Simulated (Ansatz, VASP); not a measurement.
# ZnO: VASP beside Ansatz

Contents of POSCAR:

```
ZnO
1.0
    0.0991186987      2.1511656889      2.1511656889
    2.1511656889      0.0991186987      2.1511656889
    2.1511656889      2.1511656889      0.0991186987
Zn O
1 1
Direct
    0.0000000000      0.0000000000      0.0000000000
    0.5000000000      0.5000000000      0.5000000000
```

The input INCAR.step1:

```
PREC = Accurate ; ENCUT = 520
ISMEAR = 0 ; SIGMA = 0.01
LREAL = False ; LASPH = True
NELM = 60 ; NBANDS = 16
GGA = PE ; ALGO = Normal
EDIFF = 1E-4 ; LWAVE = True
LCHARG = False
```

Contents of INCAR.step2:

```
PREC = Accurate ; ENCUT = 520
EDIFF = 1E-6 ; ISMEAR = 0
SIGMA = 0.01 ; LREAL = False
LASPH = True ; NELM = 60
ALGO = Normal ; ISIF = 2
LWAVE = False ; LCHARG = False
METAGGA = R2SCAN ; LMIXTAU = True
NBANDS = 16 ; ISTART = 1
```

Contents of KPOINTS:

```
Automatic mesh
0
Gamma
  10 10 10
```

Input for Ansatz:

```yaml
crystal:
  lattice:
    - [0.0991186987, 2.1511656889, 2.1511656889]
    - [2.1511656889, 0.0991186987, 2.1511656889]
    - [2.1511656889, 2.1511656889, 0.0991186987]
  atoms:
    - { symbol: Zn, position: [0.0, 0.0, 0.0] }
    - { symbol: O, position: [0.5, 0.5, 0.5] }
kpoints:
  mp_grid: { grid: [10, 10, 10] }
  band_path:
    path:
      - [0.0, 0.0, 0.0]
      - [0.5, 0.0, 0.5]
      - [0.625, 0.25, 0.625]
      - [0.375, 0.375, 0.75]
      - [0.5, 0.5, 0.5]
      - [0.5, 0.25, 0.75]
    npoints: 1
hamiltonian:
  xc: r2scan
scf:
  occupations: { method: fixed }
  n_extra_bands: 4
output:
  forces: true
  stress: true
  eigenvalues: true
```

Change from the starting cell: epitaxial_111 strain -3.8%.

Alike in both runs: task single point; functional r2SCAN; k mesh 10 × 10 × 10; no spin polarisation.

```csv
,VASP,Ansatz
version,VASP 6.6.1,Ansatz 0.2.0
potentials or method,"VASP PAW PBE potentials, release 64 (Zn, O)","plane waves, PAW"
plane-wave cutoff (eV),520,500
occupations,"gaussian, width 0.01 eV",fixed
valence electrons in the cell,18,18
```

```csv
,VASP,Ansatz,Ansatz less VASP
gap on the k mesh at the Fermi level (eV),1.67,1.69,+0.019
pressure (GPa),11.4,9.8,-1.61
"traceless stress, the component that is largest in VASP (GPa)",-4.86,-4.91,-0.051
```

VASP's potentials were made for PBE, not for r2SCAN.
